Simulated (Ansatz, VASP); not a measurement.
# Rh in VASP and in Ansatz

The input INCAR:

```
ALGO = Fast ; EDIFF = 1E-6
ENCUT = 520 ; GGA = PS
ISIF = 2 ; ISMEAR = 0
LASPH = T ; LCHARG = F
LREAL = F ; LWAVE = F
NBANDS = 38 ; NELM = 80
PREC = Accurate ; SIGMA = 0.15
```

The input KPOINTS:

```
k-points
0
Gamma
  24 24 6
```

File POSCAR:

```
Rh
1.0
    2.8243649788      0.0000000000      0.0000000000
   -1.4121824895      2.4459718212      0.0000000000
    0.0000000000      0.0000000000      7.8310109697
Rh
4
Direct
    0.0000000000      0.0000000000      0.0000000000
    0.3333333333      0.6666666667      0.2500000000
    0.0000000000      0.0000000000      0.5000000000
    0.6666666667      0.3333333333      0.7500000000
```

Input for Ansatz:

```yaml
crystal:
  lattice:
    - [2.8243649788, 0.0, 0.0]
    - [-1.4121824895, 2.4459718212, 0.0]
    - [0.0, 0.0, 7.8310109697]
  atoms:
    - { symbol: Rh, position: [0.0, 0.0, 0.0] }
    - { symbol: Rh, position: [0.3333333333, 0.6666666667, 0.25] }
    - { symbol: Rh, position: [0.0, 0.0, 0.5] }
    - { symbol: Rh, position: [0.6666666667, 0.3333333333, 0.75] }
basis:
  ecutwfc: 420
kpoints:
  mp_grid: { grid: [24, 24, 6] }
hamiltonian:
  xc: pbesol
scf:
  occupations: { method: gaussian, width: 0.15 }
output:
  forces: true
  stress: true
  eigenvalues: true
  write_density: true
  write_potential: true
  elf: true
  volumetric_format: npy
```

Alike in both runs: task single point; functional PBEsol; k mesh 24 × 24 × 6; occupations gaussian, width 0.15 eV; no spin polarisation.

```csv
,VASP,Ansatz
version,VASP 6.6.1,Ansatz 0.2.0
potentials or method,"VASP PAW PBE potentials, release 64 (Rh_pv), cutoff 520 eV","scalar-relativistic, plane waves, PAW"
valence electrons in the cell,60,68
```

Ansatz gave:

- gap on the k mesh at the Fermi level (eV): none
- pressure (GPa): 8.9
- traceless stress, the component that is largest in VASP (GPa): 31.65

Task: Estimate VASP's values.

Result: gap on the k mesh at the Fermi level (eV): none; pressure (GPa): 8.9; traceless stress, the component that is largest in VASP (GPa): 31.63.

VASP's potentials were made for PBE, not for PBEsol. A gap of «none» marks a metal or a gap that the smearing closes. VASP's potentials hold 60 valence electrons a cell and Ansatz's 68, so a difference there can come from the potentials and not from the codes.
